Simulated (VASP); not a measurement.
Crystal: CaB3.

```
Ca B
1.0
     7.55852    0.00000    0.00000
    -3.77926    6.54587    0.00000
     0.00000    0.00000    3.44468
Ca B
2 6
Direct
  0.33333 0.66667 0.00000
  0.66667 0.33333 0.00000
  0.81000 0.19000 0.50000
  0.81000 0.62000 0.50000
  0.38000 0.19000 0.50000
  0.19000 0.81000 0.50000
  0.19000 0.38000 0.50000
  0.62000 0.81000 0.50000
```

The cell was generated, and may not be a known phase.

```yaml
Program: VASP 6.6.1
Task: relaxation of cell and atoms
Functional: PBE
Potentials_or_basis: VASP PAW PBE potentials, release 64 (Ca_sv, B)
Cutoff: 600 eV
k_mesh: 3 × 3 × 6
Occupations: gaussian, width 0.1 eV
Spin: no spin polarisation
```

At the start: pressure -5.4 GPa; volume 21.30 Å³/atom.

**Question.** How do energy, volume and symmetry change on relaxing?

**Answer.** Over 38 steps the energy falls by 1924.0 meV/atom and the volume is 12.81 Å³/atom (-39.9 %); space group P6/mmm (No. 191, to 0.1 Å) before and after.

Step by step:
| step | energy change (eV) | largest force (eV/Å) | pressure (GPa) | volume (Å³) |
| --- | --- | --- | --- | --- |
| 1 | 0.0000 | 2.4002 | -5.37 | 170.43 |
| 2 | -3.9038 | 3.1135 | -7.73 | 152.85 |
| 3 | -11.2803 | 4.2960 | 27.94 | 101.82 |
| 4 | -9.1233 | 3.3688 | -7.45 | 130.31 |
| 5 | -12.6793 | 1.6104 | -0.12 | 115.87 |
| 6 | -13.0881 | 0.5160 | 9.74 | 108.79 |
| 7 | -13.1263 | 0.0201 | 7.28 | 110.25 |
| 8 | -13.5102 | 1.4442 | 3.66 | 121.65 |
| 9 | -13.5559 | 1.0959 | 4.19 | 118.65 |
| 10 | -13.5257 | 0.4824 | -7.33 | 132.49 |
| 11 | -13.7302 | 0.2513 | -1.86 | 124.98 |
| 12 | -13.8494 | 0.3710 | -1.99 | 123.32 |
| 13 | -14.3583 | 1.0217 | -2.32 | 118.04 |
| 14 | -14.8901 | 1.6488 | 1.10 | 106.35 |
| 15 | -14.9078 | 1.5888 | 1.08 | 106.14 |
| 16 | -14.9473 | 1.4144 | 1.10 | 105.53 |
| 17 | -14.9807 | 1.2030 | 1.14 | 104.28 |
| 18 | -15.0475 | 0.8534 | 1.05 | 101.72 |
| 19 | -14.0592 | 3.5471 | 11.28 | 96.38 |
| 20 | -15.0228 | 0.9364 | 1.37 | 101.53 |
| 21 | -15.0609 | 0.2124 | 2.72 | 98.99 |
| 22 | -15.0496 | 0.8224 | 1.44 | 100.63 |
| 23 | -15.0741 | 0.6472 | 1.74 | 99.81 |
| 24 | -15.0741 | 0.4972 | 2.09 | 99.40 |
| 25 | -15.0754 | 0.5450 | 1.96 | 99.56 |
| 26 | -15.0948 | 0.6003 | 1.33 | 100.06 |
| 27 | -15.1176 | 0.5922 | 0.50 | 100.99 |
| 28 | -15.1860 | 0.3376 | -0.73 | 102.82 |
| 29 | -15.3251 | 0.0841 | -2.91 | 106.29 |
| 30 | -15.3252 | 0.0809 | -3.92 | 107.39 |
| 31 | -15.3300 | 0.0805 | -3.28 | 106.71 |
| 32 | -15.3579 | 0.0637 | -2.87 | 105.95 |
| 33 | -15.3658 | 0.0512 | -2.44 | 105.34 |
| 34 | -15.3811 | 0.0993 | -1.38 | 104.21 |
| 35 | -15.3881 | 0.1582 | -0.07 | 102.88 |
| 36 | -15.3911 | 0.0825 | 0.00 | 102.65 |
| 37 | -15.3919 | 0.0174 | 0.07 | 102.45 |
| 38 | -15.3923 | 0.0119 | 0.05 | 102.47 |

Final structure:
```
CELL_PARAMETERS angstrom
5.02227 0.00000 0.00000
-2.51114 4.34942 0.00000
0.00000 0.00000 4.69081
ATOMIC_POSITIONS crystal
Ca 0.33333 0.66667 0.00000
Ca 0.66667 0.33333 0.00000
B 0.80358 0.19642 0.50000
B 0.80358 0.60716 0.50000
B 0.39284 0.19642 0.50000
B 0.19642 0.80358 0.50000
B 0.19642 0.39284 0.50000
B 0.60716 0.80358 0.50000
```

Caveat: the volume moved by over 15 % at a fixed basis, so the end points are rough.
